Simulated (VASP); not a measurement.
Write the native input for VASP 6.6.1 that does the following.

| Item | Value |
| --- | --- |
| Task | relaxation of cell and atoms |
| Functional | PBE |
| Potentials or basis | VASP PAW PBE potentials, release 64 (P) |
| Cutoff | 600 eV |
| k mesh | 16 × 16 × 16 |
| Occupations | fermi-dirac, width 0.03 eV |
| Spin | no spin polarisation |
| Dipole correction | no |
| Further INCAR settings | ALGO = Normal; EDIFF = 1e-07; IBRION = 2; EDIFFG = -0.005; NSW = 100; ISIF = 3 |

The structure of P lies in POSCAR:

```
P
1.0
   -1.4062500000      1.4062500000      1.4062500000
    1.4062500000     -1.4062500000      1.4062500000
    1.4062500000      1.4062500000     -1.4062500000
P
1
Direct
    0.0000000000      0.0000000000      0.0000000000
```

This isn't the form of P at room conditions, which is orthorhombic.

These files were run (other wordings do the same):

INCAR

```
SYSTEM = P
PREC = Accurate ; ENCUT = 600
EDIFF = 1E-7 ; ISMEAR = -1
SIGMA = 0.03 ; LREAL = .False.
LASPH = .True. ; NELM = 80
ALGO = Normal ; ISIF = 3
LWAVE = .False. ; LCHARG = .False.
GGA = PE ; IBRION = 2
NSW = 100 ; EDIFFG = -0.005
```

KPOINTS

```
regular mesh
0
Gamma
  16 16 16
  0 0 0
```

Potentials or basis: VASP PAW PBE potentials, release 64 (P).

The run is started by

```sh
$ cat potpaw_PBE.64/P/POTCAR > POTCAR
$ mpirun -np 1 vasp_std > vasp.out
```

It gave:

```
Relaxed volume                        : 14.23 Å³/atom
Relaxed cell                          : a = 2.644 Å, b = 2.644 Å, c = 2.644 Å, α = 109.47°, β = 109.47°, γ = 109.47°
Space group after relaxing (to 0.1 Å) : Im-3m (No. 229)
Energy gained by relaxing             : 296.4 meV/atom
Ionic steps                           : 4
Pressure after relaxing               : 0.0 GPa
Band gap on the k mesh                : zero (an odd number of electrons rules out a gap without spin polarisation)
```

Caveat: the volume moved by over 15 % at a fixed basis, so the end points are rough.

Wall time 24 s on 1 thread of AMD EPYC 7R43 64-Core Processor (Zen 3) (shared host), peak memory 0.09 GiB.
